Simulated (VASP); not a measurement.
**Tb: single point with revPBE+D3(BJ)**

Crystal: Tb.

```
CELL_PARAMETERS angstrom
-2.04942 2.04942 2.04942
2.04942 -2.04942 2.04942
2.04942 2.04942 -2.04942
ATOMIC_POSITIONS crystal
Tb 0.00000 0.00000 0.00000
```

This isn't the form of Tb at room conditions, which is hcp.

```yaml
Program: VASP 6.6.1
Task: single point
Functional: revPBE
Dispersion: D3(BJ)
Potentials_or_basis: VASP PAW PBE potentials, release 64 (Tb_3), 4f in core
Cutoff: 520 eV
k_mesh: 9 × 9 × 9
Occupations: tetrahedron
Spin: collinear spin, ferromagnetic start
Starting_moments: "[6.0] μB"
Dipole_correction: no
Further_INCAR_settings: ALGO = Normal; EDIFF = 1e-07; NBANDS = 14
```

| Quantity | Value |
| --- | --- |
| Pressure | -3.6 GPa |
| Net moment | 0.56 μB per cell |
| Site moments | Tb +0.38 μB |
| Valence electrons inside the program's atomic spheres | Tb 7.69 |
| Dispersion energy per atom | -0.561 eV |

Levels at points of the mesh, in eV from the Fermi level:
Spin up:
```
           k point  band 3  band 4  band 5  band 6  band 7  band 8
(0.00, 0.00, 0.00)  -22.72   -5.18    1.42    1.42    1.42    3.54
```
Spin down:
```tsv
k point	band 2	band 3	band 4	band 5	band 6	band 7
(0.00, 0.00, 0.00)	-22.58	-22.58	-4.70	1.82	1.82	1.82
```

It took 53 s on 1 thread of Intel Xeon 8259CL, with other jobs on the host, peak memory 0.2 GiB.

Caveat: the magnetic or orbital state may not be the lowest; the cell stands under tension; the PAW data sets were made with another functional, which shifts forces and pressure a little; spin-orbit coupling is left out, which moves the levels of the heavy elements; the 4f electrons are frozen in the core, so they carry no moment and show no levels; tetrahedron occupations give inexact forces and stress in metals. The state reached can hang on the start; a lower one may exist.
